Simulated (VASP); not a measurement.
# HCl in VASP: notebook

The runs below take HCl through single point, with PBEsol.

Everything below comes from runs of VASP 6.6.1. Logs are shortened: lines on timing, memory, paths and dates and some standing lists are left out, and cuts for length are marked.

## (1) The cell of the first run

The structure is tetragonal, space group I4/mmm (No. 139). Conventional cell: a = 3.678 Å, b = 3.678 Å, c = 5.338 Å, α = 90.00°, β = 90.00°, γ = 90.00°. H (site symmetry 4/mmm) has 6 Cl at 2.60 to 2.67 Å within 3.4 Å. Cl (site symmetry 4/mmm) has 6 H at 2.60 to 2.67 Å within 3.4 Å.

## (2) Single point, PBEsol (strain -0.050 along x and y, -0.025 along z)

The input, INCAR:

```
PREC     = Accurate       # precision mode
ENCUT    = 520            # plane-wave cutoff, eV
EDIFF    = 1E-6           # SCF threshold, eV
ISMEAR   = 0              # smearing method
SIGMA    = 0.15           # smearing width, eV
LREAL    = F              # projectors in reciprocal space
LASPH    = T              # aspherical terms in the spheres
NELM     = 80             # most SCF steps
ALGO     = Normal         # electronic algorithm
ISIF     = 2              # what is computed and relaxed
LWAVE    = F              # write WAVECAR
LCHARG   = F              # write CHGCAR
GGA      = PS             # functional
NBANDS   = 11             # bands
```

The input, KPOINTS:

```
regular mesh
0
Gamma
  16 16 16
```

The input, POSCAR:

```
HCl
1.0
    0.0000000000      2.6006250000      2.6690625000
    2.6006250000      0.0000000000      2.6690625000
    2.6006250000      2.6006250000      0.0000000000
H Cl
1 1
Direct
    0.0000000000      0.0000000000      0.0000000000
    0.5000000000      0.5000000000      0.5000000000
```

Potentials or basis: VASP PAW PBE potentials, release 64 (H, Cl).

Started as:

```console
> cat potpaw_PBE.64/H/POTCAR potpaw_PBE.64/Cl/POTCAR > POTCAR
> mpirun -np 1 vasp_std > vasp.out
```

OUTCAR:

```text
PREC = Accurate
   ENCUT = 520
   EDIFF = 1E-6
   ISMEAR = 0
   LREAL = F
   LASPH = T
   NELM = 80
   ISIF = 2
   GGA = PS

 ion  position               nearest neighbor table
   1  0.000  0.000  0.000-
   2  0.500  0.500  0.500-

  LATTYP: Found a body centered tetragonal cell.
 ALAT       =     3.6778391456
 C/A-ratio  =     1.4514297088

  Lattice vectors:

 A1 = (  -2.6006250000,   0.0000000000,   2.6690625000)
 A2 = (   2.6006250000,   0.0000000000,   2.6690625000)
 A3 = (   0.0000000000,   2.6006250000,  -2.6690625000)

Analysis of symmetry for initial positions (statically):
=====================================================================
 Subroutine PRICEL returns:
 Original cell was already a primitive cell.

 Routine SETGRP: Setting up the symmetry group for a
 body centered tetragonal supercell.

 Subroutine GETGRP returns: Found 16 space group operations
 (whereof 16 operations were pure point group operations)
 out of a pool of 16 trial point group operations.

The static configuration has the point symmetry D_4h.

Analysis of symmetry for dynamics (positions and initial velocities):
=====================================================================
 Subroutine PRICEL returns:
 Original cell was already a primitive cell.

 Routine SETGRP: Setting up the symmetry group for a
 body centered tetragonal supercell.

 Subroutine GETGRP returns: Found 16 space group operations
 (whereof 16 operations were pure point group operations)
 out of a pool of 16 trial point group operations.

The dynamic configuration has the point symmetry D_4h.

 Subroutine INISYM returns: Found 16 space group operations
 (whereof 16 operations are pure point group operations),
 and found     1 'primitive' translations

----------------------------------------------------------------------------------------

                                     Primitive cell

  volume of cell :      36.1031

  direct lattice vectors                    reciprocal lattice vectors
     0.000000000  2.600625000  2.669062500    -0.192261476  0.192261476  0.187331694
     2.600625000  0.000000000  2.669062500     0.192261476 -0.192261476  0.187331694
     2.600625000  2.600625000  0.000000000     0.192261476  0.192261476 -0.187331694

  length of vectors
     3.726545991  3.726545991  3.677839146     0.330184969  0.330184969  0.330184969

  position of ions in fractional coordinates (direct lattice)
     0.000000000  0.000000000  0.000000000
     0.500000000  0.500000000  0.500000000

  ion indices of the primitive-cell ions
   primitive index   ion index
                 1           1
                 2           2

----------------------------------------------------------------------------------------

 KPOINTS: regular mesh

Automatic generation of k-mesh.
 Grid dimensions read from file:
 generate k-points for:   16   16   16

 Generating k-lattice:

  Cartesian coordinates                     Fractional coordinates (reciprocal lattice)
    -0.012016342  0.012016342  0.011708231     0.062500000  0.000000000  0.000000000
     0.012016342 -0.012016342  0.011708231     0.000000000  0.062500000  0.000000000
     0.012016342  0.012016342 -0.011708231    -0.000000000 -0.000000000  0.062500000

  Length of vectors
     0.020636561  0.020636561  0.020636561

  Shift w.r.t. Gamma in fractional coordinates (k-lattice)
     0.000000000  0.000000000  0.000000000

 Subroutine IBZKPT returns following result:
 ===========================================

 Found    349 irreducible k-points:

 Following reciprocal coordinates:
            Coordinates               Weight
  0.000000  0.000000  0.000000      1.000000
  0.062500  0.000000  0.000000      8.000000
  0.125000  0.000000  0.000000      8.000000
  0.187500 -0.000000  0.000000      8.000000
  0.250000  0.000000  0.000000      8.000000
  0.312500  0.000000  0.000000      8.000000
[... 16 lines left out ...]
 -0.125000  0.062500  0.000000      8.000000
 -0.062500  0.062500  0.000000      4.000000
 [... further k-points ...]
[... 45 lines left out ...]
      1     -14.8470      2.00000
      2      -1.4699      1.80720
      3      -1.4613      1.77796
      4      -1.4613      1.77796
      5      -1.4149      1.56673
      6      10.8666      0.00000
      7      11.0993      0.00000
      8      11.3146      0.00000
      9      11.3146      0.00000
     10      13.7024      0.00000
     11      14.0221      0.00000

 k-point     2 :       0.0625    0.0000    0.0000
  band No.  band energies     occupation
      1     -14.8278      2.00000
      2      -2.0807      2.00000
      3      -1.4690      1.80423
      4      -1.4394      1.68999
      5      -0.8650      0.00001
      6      10.6395      0.00000
      7      11.0690      0.00000
      8      11.2625      0.00000
      9      11.3639      0.00000
     10      13.3488      0.00000
     11      13.6281      0.00000

 k-point     3 :       0.1250    0.0000    0.0000
  band No.  band energies     occupation
      1     -14.7722      2.00000
      2      -2.7061      2.00000
      3      -1.4907      1.86591
      4      -1.4705      1.80916
      5      -0.3203      0.00000
      6       9.8891      0.00000
      7      11.1058      0.00000
      8      11.2977      0.00000
      9      11.4423      0.00000
     10      12.8791      0.00000
     11      13.0735      0.00000

 k-point     4 :       0.1875   -0.0000    0.0000
  band No.  band energies     occupation
      1     -14.6867      2.00000
      2      -3.3099      2.00000
      3      -1.5224      1.92778
      4      -1.5161      1.91774
      5       0.1602      0.00000
      6       9.0110      0.00000
      7      11.0369      0.00000
      8      11.3076      0.00000
      9      11.3676      0.00000
     10      12.8554      0.00000
     11      12.9407      0.00000
[... 239 lines left out ...]
 k-point    22 :      -0.1875    0.0625    0.0000
  band No.  band energies     occupation
      1     -14.6361      2.00000
      2      -3.5709      2.00000
      3      -1.6314      1.99527
      4      -1.4970      1.88064
      5       0.3875      0.00000
      6       8.7830      0.00000
      7      10.4075      0.00000
      8      11.2176      0.00000
      9      11.9276      0.00000
     10      12.4742      0.00000
     11      13.5829      0.00000

 k-point    23 :      -0.1250    0.0625    0.0000
  band No.  band energies     occupation
      1     -14.7287      2.00000
      2      -3.0317      2.00000
      3      -1.5567      1.96606
      4      -1.4713      1.81175
      5      -0.0281      0.00000
      6       9.6421      0.00000
      7      10.5110      0.00000
      8      11.5663      0.00000
      9      11.7470      0.00000
     10      12.3132      0.00000
     11      13.3534      0.00000

 k-point    24 :      -0.0625    0.0625    0.0000
  band No.  band energies     occupation
      1     -14.7952      2.00000
      2      -2.4980      2.00000
      3      -1.4833      1.84687
      4      -1.4613      1.77812
      5      -0.4851      0.00000
      6      10.3917      0.00000
      7      10.7414      0.00000
      8      11.4249      0.00000
      9      11.4636      0.00000
     10      12.8768      0.00000
     11      13.4136      0.00000

 [... further k-points ...]
[... 5 lines left out ...]
  --------------------------------------------------------------------------------------
  -------------------------------------------------------------------------------------
  Total       -2.6722304     -2.6722304     -2.1748371      0.0000000      0.0000000     -0.0000000
  in kB     -118.5878724   -118.5878724    -96.5146205      0.0000000      0.0000000     -0.0000000
  external PRESSURE =    -111.2301218 kB  Pullay stress =       0.0000000 kB

 VOLUME and BASIS-vectors are now :
 -----------------------------------------------------------------------------
  energy-cutoff  :      520.00
  volume of cell :       36.10
      direct lattice vectors                 reciprocal lattice vectors
     0.000000000  2.600625000  2.669062500    -0.192261476  0.192261476  0.187331694
     2.600625000  0.000000000  2.669062500     0.192261476 -0.192261476  0.187331694
     2.600625000  2.600625000  0.000000000     0.192261476  0.192261476 -0.187331694

 POSITION                                       TOTAL-FORCE (eV/Angst)
 -----------------------------------------------------------------------------------
      0.00000      0.00000      0.00000        -0.000000     -0.000000      0.000000
      2.60062      2.60062      2.66906         0.000000      0.000000     -0.000000
 -----------------------------------------------------------------------------------
    total drift:                                0.000000      0.000000      0.000000

  FREE ENERGIE OF THE ION-ELECTRON SYSTEM (eV)
  ---------------------------------------------------
  free  energy   TOTEN  =        -3.3517939758 eV

  energy  without entropy=       -3.3484066321  energy(sigma->0) =       -3.35010030
```

Wall time 61 s (1 thread of AMD EPYC 9R45 (Zen 5), shared host); peak memory 0.22 GiB.

What came out:

```yaml
Free_energy: -3.3518 eV
Pressure: -11.1 GPa
Band_gap_on_the_k_mesh: zero (band 4 reaches -1.44 eV, above the bottom of band 5 at -1.67 eV)
```

Levels at points of the mesh, in eV from the Fermi level:
| k point | band 2 | band 3 | band 4 | band 5 | band 6 | band 7 |
| --- | --- | --- | --- | --- | --- | --- |
| (0.00, 0.00, 0.00) | -0.14 | -0.13 | -0.13 | -0.08 | 12.20 | 12.43 |
| (0.50, 0.00, 0.00) | -3.69 | -0.37 | -0.32 | 2.67 | 7.86 | 11.01 |
| (0.50, 0.50, 0.00) | -2.32 | -0.89 | -0.89 | -0.30 | 9.23 | 12.63 |
| (0.50, 0.00, 0.50) | -2.33 | -1.02 | -0.88 | -0.34 | 9.13 | 12.94 |

Caveat: the cell differs from its parent crystal (strain -0.050 along x and y, -0.025 along z); the PAW data sets were made with another functional, which shifts forces and pressure a little.

## (3) Single point, PBEsol (strain -0.050 along x and y, +0.000 along z)

The input, INCAR:

```
SYSTEM = HCl
ALGO = Normal
EDIFF = 1E-7
ENCUT = 520
GGA = PS
ISIF = 2
ISMEAR = 0
LASPH = .TRUE.
LCHARG = .TRUE.
LELF = .TRUE.
LREAL = .FALSE.
LVHAR = .TRUE.
LWAVE = .FALSE.
NBANDS = 11
NELM = 60
PREC = Accurate
SIGMA = 0.15
```

The input, KPOINTS:

```
k-points
0
G
  16 16 16
  0 0 0
```

The input, POSCAR:

```
HCl
1.0
    0.0000000000      2.6006250000      2.7375000000
    2.6006250000      0.0000000000      2.7375000000
    2.6006250000      2.6006250000      0.0000000000
H Cl
1 1
Direct
    0.0000000000      0.0000000000      0.0000000000
    0.5000000000      0.5000000000      0.5000000000
```

Potentials or basis: VASP PAW PBE potentials, release 64 (H, Cl).

Started as:

```console
> cat potpaw_PBE.64/H/POTCAR potpaw_PBE.64/Cl/POTCAR > POTCAR
> mpirun -np 1 vasp_std > vasp.out
```

It took 66 s on 1 thread of AMD EPYC 9R45 (Zen 5), shared host; peak memory 0.22 GiB.

The run converged. Its results:

| Quantity | Value |
| --- | --- |
| Free energy | -3.3004 eV |
| Pressure | -11.0 GPa |
| Band gap on the k mesh | zero (band 4 reaches -1.61 eV, above the bottom of band 5 at -1.83 eV) |

Stress tensor (GPa, compression positive):
```
-12.38   0.00   0.00
  0.00 -12.38   0.00
  0.00   0.00  -8.31
```

Levels at points of the mesh, in eV from the Fermi level:
| k point | band 1 | band 2 | band 3 | band 4 | band 5 | band 6 | band 7 | band 8 |
| --- | --- | --- | --- | --- | --- | --- | --- | --- |
| (0.00, 0.00, 0.00) | -13.44 | -0.16 | -0.15 | -0.15 | -0.07 | 11.89 | 12.29 | 12.71 |
| (0.50, 0.00, 0.00) | -12.92 | -3.58 | -0.39 | -0.29 | 2.61 | 7.85 | 10.91 | 11.34 |
| (0.50, 0.50, 0.00) | -12.84 | -2.22 | -0.82 | -0.82 | -0.25 | 9.34 | 12.25 | 15.64 |
| (0.50, 0.00, 0.50) | -12.75 | -2.24 | -1.07 | -0.81 | -0.32 | 9.14 | 12.86 | 14.99 |

Caveat: the cell differs from its parent crystal (strain -0.050 along x and y, +0.000 along z); the PAW data sets were made with another functional, which shifts forces and pressure a little.

## (4) Single point, PBEsol (strain -0.025 along x and y, -0.050 along z)

The input, INCAR:

```
ALGO = Normal ; EDIFF = 1E-6
ENCUT = 520 ; GGA = PS
ISIF = 2 ; ISMEAR = 0
LASPH = True ; LCHARG = False
LREAL = False ; LWAVE = False
NBANDS = 11 ; NELM = 100
PREC = Accurate ; SIGMA = 0.15
```

The input, KPOINTS:

```
k-points
0
Gamma
  16 16 16
```

The input, POSCAR:

```
HCl
1.0
    0.0000000000      2.6690625000      2.6006250000
    2.6690625000      0.0000000000      2.6006250000
    2.6690625000      2.6690625000      0.0000000000
H Cl
1 1
Direct
    0.0000000000      0.0000000000      0.0000000000
    0.5000000000      0.5000000000      0.5000000000
```

Started as:

```console
> cat potpaw_PBE.64/H/POTCAR potpaw_PBE.64/Cl/POTCAR > POTCAR
> mpirun -np 1 vasp_std > vasp.out
```

It took 60 s on 1 thread of AMD EPYC 9R45 (Zen 5), shared host; peak memory 0.22 GiB.

It converged, with:

| Quantity | Value |
| --- | --- |
| Free energy | -3.2867 eV |
| Pressure | -11.0 GPa |
| Band gap on the k mesh | zero (band 4 reaches -1.61 eV, above the bottom of band 5 at -1.83 eV) |

Stress tensor (GPa, compression positive):
```
-10.26   0.00   0.00
  0.00 -10.26   0.00
  0.00   0.00 -12.55
```

Levels at points of the mesh, in eV from the Fermi level:
| k point | band 1 | band 2 | band 3 | band 4 | band 5 | band 6 | band 7 | band 8 |
| --- | --- | --- | --- | --- | --- | --- | --- | --- |
| (0.00, 0.00, 0.00) | -13.44 | -0.16 | -0.16 | -0.10 | -0.10 | 12.01 | 12.48 | 12.48 |
| (0.50, 0.00, 0.00) | -12.92 | -3.56 | -0.36 | -0.32 | 2.58 | 7.85 | 11.00 | 11.23 |
| (0.50, 0.50, 0.00) | -12.75 | -2.23 | -0.94 | -0.94 | -0.32 | 9.13 | 12.85 | 15.37 |
| (0.50, 0.00, 0.50) | -12.79 | -2.23 | -0.94 | -0.81 | -0.29 | 9.24 | 12.54 | 15.36 |

Caveat: the cell differs from its parent crystal (strain -0.025 along x and y, -0.050 along z); the PAW data sets were made with another functional, which shifts forces and pressure a little.

## (5) Single point, PBEsol (strain -0.050 along x and y, -0.050 along z)

The input, INCAR:

```
PREC = Accurate ; ENCUT = 520
EDIFF = 1E-6 ; ISMEAR = 0
SIGMA = 0.15 ; LREAL = F
LASPH = T ; NELM = 80
ALGO = Normal ; ISIF = 2
LWAVE = F ; LCHARG = F
GGA = PS ; NBANDS = 11
```

The input, KPOINTS:

```
regular mesh
0
Gamma
  16 16 16
```

The input, POSCAR:

```
HCl
1.0
    0.0000000000      2.6006250000      2.6006250000
    2.6006250000      0.0000000000      2.6006250000
    2.6006250000      2.6006250000      0.0000000000
H Cl
1 1
Direct
    0.0000000000      0.0000000000      0.0000000000
    0.5000000000      0.5000000000      0.5000000000
```

Started as:

```console
> cat potpaw_PBE.64/H/POTCAR potpaw_PBE.64/Cl/POTCAR > POTCAR
> mpirun -np 1 vasp_std > vasp.out
```

It took 40 s on 1 thread of Intel Xeon Platinum 8175M at 2.50GHz (Skylake/Cascade Lake), shared host; peak memory 0.18 GiB.

It converged, with:

```
Free energy            : -3.4115 eV
Pressure               : -11.2 GPa
Band gap on the k mesh : zero (band 4 reaches -1.25 eV, above the bottom of band 5 at -1.50 eV)
```

Levels at points of the mesh, in eV from the Fermi level:
```csv
k point,band 1,band 2,band 3,band 4,band 5,band 6,band 7,band 8,band 9
"(0.00, 0.00, 0.00)",-13.60,-0.11,-0.11,-0.11,-0.11,12.45,12.59,12.59,12.59
"(0.50, 0.00, 0.00)",-12.99,-3.81,-0.34,-0.34,2.75,7.88,11.13,11.13,15.14
"(0.50, 0.50, 0.00)",-12.83,-2.42,-0.96,-0.96,-0.36,9.12,13.03,15.88,15.88
```

Caveat: the cell differs from its parent crystal (strain -0.050 along x and y, -0.050 along z); the PAW data sets were made with another functional, which shifts forces and pressure a little.

## (6) Single point, PBEsol (strain -0.025 along x and y, -0.025 along z)

The input, INCAR:

```
ALGO = Normal
EDIFF = 1E-6
ENCUT = 520
GGA = PS
ISIF = 2
ISMEAR = 0
LASPH = T
LCHARG = T
LELF = T
LREAL = F
LVHAR = T
LWAVE = F
NBANDS = 11
NELM = 100
PREC = Accurate
SIGMA = 0.15
```

The input, KPOINTS:

```
k-points
0
Gamma
  16 16 16
```

The input, POSCAR:

```
HCl
1.0
    0.0000000000      2.6690625000      2.6690625000
    2.6690625000      0.0000000000      2.6690625000
    2.6690625000      2.6690625000      0.0000000000
H Cl
1 1
Direct
    0.0000000000      0.0000000000      0.0000000000
    0.5000000000      0.5000000000      0.5000000000
```

Potentials or basis: VASP PAW PBE potentials, release 64 (H, Cl).

Started as:

```console
> cat potpaw_PBE.64/H/POTCAR potpaw_PBE.64/Cl/POTCAR > POTCAR
> mpirun -np 1 vasp_std > vasp.out
```

It took 44 s on 1 thread of Intel Xeon Platinum 8175M at 2.50GHz (Skylake/Cascade Lake), shared host; peak memory 0.19 GiB.

Results (log left out):

```
Free energy            : -3.2158 eV
Pressure               : -10.9 GPa
Band gap on the k mesh : zero (band 4 reaches -1.81 eV, above the bottom of band 5 at -1.96 eV)
```

Levels at points of the mesh, in eV from the Fermi level:
| k point | band 1 | band 2 | band 3 | band 4 | band 5 | band 6 | band 7 | band 8 | band 9 |
| --- | --- | --- | --- | --- | --- | --- | --- | --- | --- |
| (0.00, 0.00, 0.00) | -13.36 | -0.19 | -0.13 | -0.13 | -0.13 | 11.85 | 12.53 | 12.53 | 12.53 |
| (0.50, 0.00, 0.00) | -12.88 | -3.43 | -0.33 | -0.33 | 2.49 | 7.84 | 11.10 | 11.10 | 14.61 |
| (0.50, 0.50, 0.00) | -12.75 | -2.14 | -0.87 | -0.87 | -0.28 | 9.23 | 12.46 | 15.31 | 15.31 |

Caveat: the cell differs from its parent crystal (strain -0.025 along x and y, -0.025 along z); the PAW data sets were made with another functional, which shifts forces and pressure a little.

## (7) The runs side by side

```tsv
cell	gap on the mesh (eV)	pressure (GPa)
a = 3.727, b = 3.727, c = 3.678 Å, angles 60.4, 60.4, 59.1°, 2 atoms	none	-11.1
a = 3.776, b = 3.776, c = 3.678 Å, angles 60.9, 60.9, 58.3°, 2 atoms	none	-11.0
a = 3.727, b = 3.727, c = 3.775 Å, angles 59.6, 59.6, 60.9°, 2 atoms	none	-11.0
a = 3.678 Å, angles 60.0°, 2 atoms	none	-11.2
a = 3.775 Å, angles 60.0°, 2 atoms	none	-10.9
```

Alike in all rows: task single point; level PBEsol; potentials or basis VASP PAW PBE potentials, release 64 (H, Cl); no spin polarisation; k mesh 16 × 16 × 16; cutoff (eV) 520; smearing gaussian 0.15 eV.

Caveats: the PAW data sets were made with another functional, which shifts forces and pressure a little.

Total energies depend on the potentials used, so only differences within one code and one set of settings carry meaning.
